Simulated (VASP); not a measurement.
# NbAs (I4_1md) in VASP: further runs

NbAs is run at these levels: PBE; tasks: single point.

All numbers are computed with VASP 6.6.1; they aren't measurements. Logs are shortened: lines on timing, memory, paths and dates and some standing lists are left out, and cuts for length are marked.

### Step 1. The cell of the first run

The structure is tetragonal, space group I4_1md (No. 109). Conventional cell: a = 3.473 Å, b = 3.473 Å, c = 11.749 Å, α = 90.00°, β = 90.00°, γ = 90.00°. Within 3.5 Å of Nb (site symmetry 2mm) lie 6 As at 2.63 to 2.64 Å and 8 Nb at 3.41 to 3.47 Å. Within 3.5 Å of As (site symmetry 2mm) lie 6 Nb at 2.63 to 2.64 Å and 8 As at 3.41 to 3.47 Å.

### Step 2. Single point, PBE

INCAR reads:

```
SYSTEM = NbAs
PREC = Accurate ; ENCUT = 520
EDIFF = 1E-6 ; ISMEAR = 0
SIGMA = 0.1 ; LREAL = .FALSE.
LASPH = .TRUE. ; NELM = 80
ALGO = Normal ; ISIF = 2
LWAVE = .FALSE. ; LCHARG = .FALSE.
GGA = PE ; NBANDS = 26
```

KPOINTS reads:

```
regular mesh
0
G
  18 18 18
  0 0 0
```

POSCAR reads:

```
NbAs
1.0
   -1.7367410260      1.7367410260      5.8745821703
    1.7367410260     -1.7367410260      5.8745821703
    1.7367410260      1.7367410260     -5.8745821703
Nb As
2 2
Direct
    0.7488964711      0.7488964711      0.0000000000
    0.4988964711     -0.0011035289      0.5000000000
    0.1671035289      0.1671035289      0.0000000000
    0.9171035289      0.4171035289      0.5000000000
```

Potentials or basis: VASP PAW PBE potentials, release 64 (Nb_sv, As).

The run is started by

```console
$ cat potpaw_PBE.64/Nb_sv/POTCAR potpaw_PBE.64/As/POTCAR > POTCAR
$ mpirun -np 1 vasp_std > vasp.out
```

OUTCAR:

```text
SYSTEM = NbAs
   PREC = Accurate
   ENCUT = 520
   EDIFF = 1E-6
   ISMEAR = 0
   LREAL = .FALSE.
   LASPH = .TRUE.
   NELM = 80
   ISIF = 2
   GGA = PE

 ion  position               nearest neighbor table
   1  0.749  0.749  0.000-   4 2.63   4 2.63   3 2.64   3 2.64   3 2.64   3 2.64
   2  0.499  0.999  0.500-   3 2.63   3 2.63   4 2.64   4 2.64   4 2.64   4 2.64
   3  0.167  0.167  0.000-   2 2.63   2 2.63   1 2.64   1 2.64   1 2.64   1 2.64
   4  0.917  0.417  0.500-   1 2.63   1 2.63   2 2.64   2 2.64   2 2.64   2 2.64

  LATTYP: Found a body centered tetragonal cell.
 ALAT       =     3.4734820520
 C/A-ratio  =     3.3825320427

  Lattice vectors:

 A1 = (  -1.7367410260,   1.7367410260,   5.8745821703)
 A2 = (   1.7367410260,  -1.7367410260,   5.8745821703)
 A3 = (   1.7367410260,   1.7367410260,  -5.8745821703)

Analysis of symmetry for initial positions (statically):
=====================================================================
 Subroutine PRICEL returns:
 Original cell was already a primitive cell.

 Routine SETGRP: Setting up the symmetry group for a
 body centered tetragonal supercell.

 Subroutine GETGRP returns: Found  8 space group operations
 (whereof  4 operations were pure point group operations)
 out of a pool of 16 trial point group operations.

The static configuration has the point symmetry C_2v.
 The point group associated with its full space group is C_4v.

Analysis of symmetry for dynamics (positions and initial velocities):
=====================================================================
 Subroutine PRICEL returns:
 Original cell was already a primitive cell.

 Routine SETGRP: Setting up the symmetry group for a
 body centered tetragonal supercell.

 Subroutine GETGRP returns: Found  8 space group operations
 (whereof  4 operations were pure point group operations)
 out of a pool of 16 trial point group operations.

The dynamic configuration has the point symmetry C_2v.
 The point group associated with its full space group is C_4v.

 Subroutine INISYM returns: Found  8 space group operations
 (whereof  4 operations are pure point group operations),
 and found     1 'primitive' translations

----------------------------------------------------------------------------------------

                                     Primitive cell

  volume of cell :      70.8773

  direct lattice vectors                    reciprocal lattice vectors
    -1.736741026  1.736741026  5.874582170     0.000000000  0.287895543  0.085112436
     1.736741026 -1.736741026  5.874582170     0.287895543  0.000000000  0.085112436
     1.736741026  1.736741026 -5.874582170     0.287895543  0.287895543  0.000000000

  length of vectors
     6.367358515  6.367358515  6.367358515     0.300213208  0.300213208  0.407145781

  position of ions in fractional coordinates (direct lattice)
     0.748896471  0.748896471  0.000000000
     0.498896471  0.998896471  0.500000000
     0.167103529  0.167103529  0.000000000
     0.917103529  0.417103529  0.500000000

  ion indices of the primitive-cell ions
   primitive index   ion index
                 1           1
                 2           2
                 3           3
                 4           4

----------------------------------------------------------------------------------------

 KPOINTS: regular mesh

Automatic generation of k-mesh.
 Grid dimensions read from file:
 generate k-points for:   18   18   18

 Generating k-lattice:

  Cartesian coordinates                     Fractional coordinates (reciprocal lattice)
     0.000000000  0.015994197  0.004728469     0.055555556  0.000000000 -0.000000000
     0.015994197  0.000000000  0.004728469     0.000000000  0.055555556 -0.000000000
     0.015994197  0.015994197  0.000000000     0.000000000  0.000000000  0.055555556

  Length of vectors
     0.016678512  0.016678512  0.022619210

  Shift w.r.t. Gamma in fractional coordinates (k-lattice)
     0.000000000  0.000000000  0.000000000

 Subroutine IBZKPT returns following result:
 ===========================================

 Found    480 irreducible k-points:

 Following reciprocal coordinates:
            Coordinates               Weight
  0.000000  0.000000  0.000000      1.000000
  0.055556  0.000000  0.000000      8.000000
  0.111111  0.000000  0.000000      8.000000
  0.166667 -0.000000  0.000000      8.000000
  0.222222  0.000000  0.000000      8.000000
  0.277778 -0.000000  0.000000      8.000000
[... 16 lines left out ...]
 -0.277778  0.055556 -0.000000     16.000000
 -0.222222  0.055556 -0.000000     16.000000
 [... further k-points ...]
   k-points           NKPTS =    480   k-points in BZ     NKDIM =    480   number of bands    NBANDS=     26
   number of dos      NEDOS =    301   number of ions     NIONS =      4
   total plane-waves  NPLWV = 110592
   dimension x,y,z NGX =    48 NGY =   48 NGZ =   48
   dimension x,y,z NGXF=    96 NGYF=   96 NGZF=   96
   ions per type =               2   2
   NGX,Y,Z   is equivalent  to a cutoff of  12.53, 12.53, 12.53 a.u.
   NGXF,Y,Z  is equivalent  to a cutoff of  25.06, 25.06, 25.06 a.u.
 SYSTEM =  NbAs
   PREC   = accura    normal or accurate (medium, high low for compatibility)
   ISTART =      0    job   : 0-new  1-cont  2-samecut
   ICHARG =      2    charge: 1-file 2-atom 10-const
   ISPIN  =      1    spin polarized calculation?
   LNONCOLLINEAR =      F non collinear calculations
   LSORBIT =      F    spin-orbit coupling
   LASPH  =      T    aspherical Exc in radial PAW
   ENCUT  =  520.0 eV  38.22 Ry    6.18 a.u.  11.84 11.84 11.84*2*pi/ulx,y,z
   NELM   =     80;   NELMIN=  2; NELMDL= -5     # of ELM steps
   EDIFF  = 0.1E-05   stopping-criterion for ELM
   LREAL  =      F    real-space projection
   EDIFFG = 0.1E-04   stopping-criterion for IOM
   NSW    =      0    number of steps for IOM
   IBRION =     -1    ionic relax: 0-MD 1-quasi-New 2-CG
   NFREE  =      0    steps in history (QN), initial steepest desc. (CG)
   ISIF   =      2    stress and relaxation
   ISYM   =      2    0-nonsym 1-usesym 2-fastsym
   POTIM  = 0.5000    time-step for ionic-motion
   TEBEG  =    0.0;   TEEND  =   0.0 temperature during run
   PSTRESS=    0.0 pullay stress
   NELECT =      36.0000    total number of electrons
   NUPDOWN=      -1.0000    fix difference up-down
   EMIN   =  10.00;   EMAX   =-10.00  energy-range for DOS
   EFERMI =   0.00;   METHOD = LEGACY
   ISMEAR =     0;   SIGMA  =   0.10  broadening in eV -4-tet -1-fermi 0-gaus
   EFERMI_NEDOS =   21; number of points for ismear=-14 and -15
   IALGO  =     38    algorithm
   IMIX   =      4    mixing-type and parameters
     AMIX     =   0.40;   BMIX     =  1.00
     AMIX_MAG =   1.60;   BMIX_MAG =  1.00
  volume/ion in A,a.u.               =      17.72       119.58
  Fermi-wavevector in a.u.,A,eV,Ry     =   1.306191  2.468343 23.213369  1.706134
  Thomas-Fermi vector in A             =   2.437009
   LORBIT       =      0    0 simple, 1 ext, 2 COOP (PROOUT), +10 PAW based schemes
   GGA     = PE    functional components
   LHFCALC =     F    Hartree Fock is set to
   AEXX    =    0.0000 exact exchange contribution
   IVDW    =     0    specifies the selected vdW correction
   LEPSILON=     F    determine dielectric tensor
   LRPA    =     F    only Hartree local field effects (RPA)
 non-spin polarized calculation
 Gauss-broadening in eV      SIGMA  =   0.10
  energy-cutoff  :      520.00
  volume of cell :       70.88
 maximum number of plane-waves:      1946
   NGX = 23   NGY = 23   NGZ = 23

 number of electron      35.9999999 magnetization

 Free energy of the ion-electron system (eV)
  ---------------------------------------------------
  ext. energy  EPLUGINS =         0.00000000
  ---------------------------------------------------
  free energy    TOTEN  =       -32.53430269 eV

  energy without entropy =      -32.53189233  energy(sigma->0) =      -32.53309751

 E-fermi :   9.4132     XC(G=0): -11.7593

 val. band max:        9.4015614717   @ k =  -0.1667  -0.4444   0.1667
 cond. band min:       9.4193732630   @ k =  -0.2222   0.2778   0.2222
 fundamental gap:      0.0178117913
 Fermi energy:         9.4131706894

 k-point     1 :       0.0000    0.0000    0.0000
  band No.  band energies     occupation
      1     -45.7568      2.00000
      2     -45.7309      2.00000
      3     -21.9483      2.00000
      4     -21.8589      2.00000
      5     -21.8589      2.00000
      6     -21.7132      2.00000
[... 18 lines left out ...]
     25      13.2241      0.00000
     26      13.2242      0.00000

 k-point     2 :       0.0556    0.0000    0.0000
  band No.  band energies     occupation
      1     -45.7564      2.00000
      2     -45.7307      2.00000
      3     -21.9464      2.00000
      4     -21.8645      2.00000
      5     -21.8584      2.00000
      6     -21.7189      2.00000
[... 18 lines left out ...]
     25      13.3066      0.00000
     26      13.3557      0.00000

 k-point     3 :       0.1111    0.0000    0.0000
  band No.  band energies     occupation
      1     -45.7550      2.00000
      2     -45.7302      2.00000
      3     -21.9415      2.00000
      4     -21.8800      2.00000
      5     -21.8568      2.00000
      6     -21.7349      2.00000
[... 18 lines left out ...]
     25      13.4476      0.00000
     26      13.7053      0.00000

 k-point     4 :       0.1667   -0.0000    0.0000
  band No.  band energies     occupation
      1     -45.7528      2.00000
      2     -45.7295      2.00000
      3     -21.9388      2.00000
      4     -21.8985      2.00000
      5     -21.8544      2.00000
      6     -21.7584      2.00000
[... 18 lines left out ...]
     25      13.6063      0.00000
     26      14.1759      0.00000

 k-point     5 :       0.2222    0.0000    0.0000
  band No.  band energies     occupation
      1     -45.7502      2.00000
      2     -45.7287      2.00000
      3     -21.9546      2.00000
      4     -21.9019      2.00000
      5     -21.8515      2.00000
      6     -21.7858      2.00000
[... 18 lines left out ...]
     25      13.7106      0.00000
     26      14.6647      0.00000

 k-point     6 :       0.2778   -0.0000    0.0000
  band No.  band energies     occupation
      1     -45.7472      2.00000
      2     -45.7279      2.00000
      3     -21.9846      2.00000
      4     -21.8931      2.00000
      5     -21.8484      2.00000
      6     -21.8124      2.00000
[... 427 lines left out ...]
 k-point    21 :      -0.3889    0.0556   -0.0000
  band No.  band energies     occupation
      1     -45.7417      2.00000
      2     -45.7264      2.00000
      3     -22.0394      2.00000
      4     -21.8914      2.00000
      5     -21.8492      2.00000
      6     -21.8341      2.00000
[... 18 lines left out ...]
     25      13.7861      0.00000
     26      15.4613      0.00000

 k-point    22 :      -0.3333    0.0556   -0.0000
  band No.  band energies     occupation
      1     -45.7442      2.00000
      2     -45.7267      2.00000
      3     -22.0141      2.00000
      4     -21.8879      2.00000
      5     -21.8505      2.00000
      6     -21.8317      2.00000
[... 18 lines left out ...]
     25      13.7494      0.00000
     26      15.2800      0.00000

 k-point    23 :      -0.2778    0.0556   -0.0000
  band No.  band energies     occupation
      1     -45.7471      2.00000
      2     -45.7273      2.00000
      3     -21.9837      2.00000
      4     -21.8948      2.00000
      5     -21.8532      2.00000
      6     -21.8127      2.00000
[... 18 lines left out ...]
     25      13.8363      0.00000
     26      14.9447      0.00000

 k-point    24 :      -0.2222    0.0556   -0.0000
  band No.  band energies     occupation
      1     -45.7500      2.00000
      2     -45.7282      2.00000
      3     -21.9541      2.00000
      4     -21.9032      2.00000
      5     -21.8564      2.00000
      6     -21.7857      2.00000
[... 18 lines left out ...]
     25      13.8253      0.00000
     26      14.5112      0.00000

 [... further k-points ...]
[... 5 lines left out ...]
  --------------------------------------------------------------------------------------
  -------------------------------------------------------------------------------------
  Total        0.0080878      0.0080878     -0.0099701      0.0000000      0.0000000      0.0000000
  in kB        0.1828251      0.1828251     -0.2253728      0.0000000      0.0000000      0.0000000
  external PRESSURE =       0.0467591 kB  Pullay stress =       0.0000000 kB

 VOLUME and BASIS-vectors are now :
 -----------------------------------------------------------------------------
  energy-cutoff  :      520.00
  volume of cell :       70.88
      direct lattice vectors                 reciprocal lattice vectors
    -1.736741026  1.736741026  5.874582170     0.000000000  0.287895543  0.085112436
     1.736741026 -1.736741026  5.874582170     0.287895543  0.000000000  0.085112436
     1.736741026  1.736741026 -5.874582170     0.287895543  0.287895543  0.000000000

 POSITION                                       TOTAL-FORCE (eV/Angst)
 -----------------------------------------------------------------------------------
      0.00000      0.00000      8.79891        -0.000000     -0.000000     -0.001482
      1.73674     -0.00000      5.86162         0.000000      0.000000     -0.001482
      0.00000      0.00000      1.96333        -0.000000      0.000000      0.001482
     -0.00000      1.73674      4.90062         0.000000     -0.000000      0.001482
 -----------------------------------------------------------------------------------
    total drift:                               -0.000000     -0.000000      0.000171

  FREE ENERGIE OF THE ION-ELECTRON SYSTEM (eV)
  ---------------------------------------------------
  free  energy   TOTEN  =       -32.5343026864 eV

  energy  without entropy=      -32.5318923327  energy(sigma->0) =      -32.53309751
```

Run time: 19 min. Hardware: 1 thread of Intel Xeon Platinum 8488C (Sapphire Rapids), shared host; peak memory 0.91 GiB.

Results:

* Free energy: -32.5343 eV
* Pressure: 0.0 GPa
* Band gap on the k mesh: zero (band 18 reaches 9.47 eV, above the bottom of band 19 at 9.40 eV)

(Continued in part 2 of 2.)
